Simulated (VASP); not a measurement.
Here is a VASP 6.6.1 calculation.

The input INCAR:

```
SYSTEM = BaS
PREC = Accurate
ENCUT = 520
EDIFF = 1E-6
ISMEAR = -1
SIGMA = 0.05
LREAL = .FALSE.
LASPH = .TRUE.
NELM = 80
ALGO = Normal
ISIF = 2
LWAVE = .FALSE.
LCHARG = .FALSE.
GGA = B5
ALDAX = 1.0
AGGAX = 1.0
AGGAC = 1.0
ALDAC = 0.0
NBANDS = 15
```

The input KPOINTS:

```
regular mesh
0
G
  7 7 7
  0 0 0
```

The input POSCAR:

```
BaS
1.0
    0.0000000000      3.1937500000      3.1937500000
    3.1937500000      0.0000000000      3.1937500000
    3.1937500000      3.1937500000      0.0000000000
Ba S
1 1
Direct
    0.0000000000      0.0000000000      0.0000000000
    0.5000000000      0.5000000000      0.5000000000
```

Potentials or basis: VASP PAW PBE potentials, release 64 (Ba_sv, S).

Launch:

```sh
$ cat potpaw_PBE.64/Ba_sv/POTCAR potpaw_PBE.64/S/POTCAR > POTCAR
$ mpirun -np 1 vasp_std > vasp.out
```

Q: What does it give for the pressure?

A: 3.7 GPa.

Q: Estimate the band gap on the k mesh.

A: 2.25 eV, indirect (least direct gap 2.39 eV).

Caveat: the PAW data sets were made with another functional, which shifts forces and pressure a little; spin-orbit coupling is left out, which moves the levels of the heavy elements. A k mesh can miss the band edges.
